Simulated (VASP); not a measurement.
Set up this calculation in VASP 6.6.1, as the native input.

- Task: electric field gradients
- Functional: LDA
- Potentials or basis: VASP PAW LDA potentials, release 64 (Nb_sv, As)
- Cutoff: 520 eV
- k mesh: 15 × 15 × 15
- Occupations: fermi-dirac, width 0.08 eV
- Spin: no spin polarisation
- Dipole correction: no
- Further INCAR settings: ALGO = Normal; EDIFF = 1e-08; NBANDS = 26

The structure of NbAs lies in POSCAR:

```
NbAs
1.0
   -1.7025248434      1.7025248434      5.7610714056
    1.7025248434     -1.7025248434      5.7610714056
    1.7025248434      1.7025248434     -5.7610714056
Nb As
2 2
Direct
    0.7500000000      0.7500000000      0.0000000000
    0.5000000000      0.0000000000      0.5000000000
    0.1660000000      0.1660000000      0.0000000000
    0.9160000000      0.4160000000      0.5000000000
```

One way to write it, as run:

INCAR

```
SYSTEM = NbAs
  ALGO = Normal
  EDIFF = 1E-8
  ENCUT = 520
  GGA = CA
  ISIF = 2
  ISMEAR = -1
  LASPH = .True.
  LCHARG = .False.
  LEFG = .True.
  LREAL = .False.
  LWAVE = .False.
  NBANDS = 26
  NELM = 100
  PREC = Accurate
  SIGMA = 0.08
```

KPOINTS

```
k-points
0
Gamma
  15 15 15
  0 0 0
```

Potentials or basis: VASP PAW LDA potentials, release 64 (Nb_sv, As).

Launch:

```console
$ cat potpaw_LDA.64/Nb_sv/POTCAR potpaw_LDA.64/As/POTCAR > POTCAR
$ mpirun -np 1 vasp_std > vasp.out
```

It gave:

```json
{
 "Pressure": "2.1 GPa",
 "Largest force": "0.330 eV/Å",
 "Band gap on the k mesh": "zero (bands 18 and 19 overlap by 0.06 eV)",
 "Largest electric field gradient by atom": "Nb +16.0; As +27.1 V/Å²"
}
```

Caveat: without QUAD_EFG the Cq values of the log hold for a quadrupole moment of 1 mb, not for the nuclei.

It took 17 min on 1 thread of Intel(R) Xeon(R) Platinum 8259CL CPU @ 2.50GHz (Skylake/Cascade Lake), with other jobs on the host, peak memory 0.58 GiB.
